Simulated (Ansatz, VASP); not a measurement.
# Y: VASP beside Ansatz

```
Y
1.0
    -2.22517    2.22517    1.33364
     2.22517   -2.22517    1.33364
     2.22517    2.22517   -1.33364
Y
2
Direct
  0.62500 0.87500 0.75000
  0.37500 0.12500 0.25000
```

Change from the starting cell: volume scaled by 0.4, norm-conserving files.

Alike in both runs: task single point; functional PBE; k mesh 14 × 14 × 14; occupations fermi-dirac, width 0.08 eV; no spin polarisation.

```csv
,VASP,Ansatz
version,VASP 6.6.1,Ansatz 0.2.0
potentials or method,"VASP PAW PBE potentials, release 64 (Y_sv)",scalar-relativistic
plane-wave cutoff (eV),520,980
valence electrons in the cell,22,22
```

VASP gave:

- pressure (GPa): 150.2
- traceless stress, the component that is largest in VASP (GPa): -0.51

**Question.** Estimate Ansatz's values.

**Answer.** Pressure (GPa): 150.1; traceless stress, the component that is largest in VASP (GPa): -0.25.

Both programs put the cell under a high pressure, so it lies far from rest at this level. With one functional, cell and mesh, what is left measures potentials, basis and numerics.

Noted on VASP's run: the cell as given lies far from equilibrium.
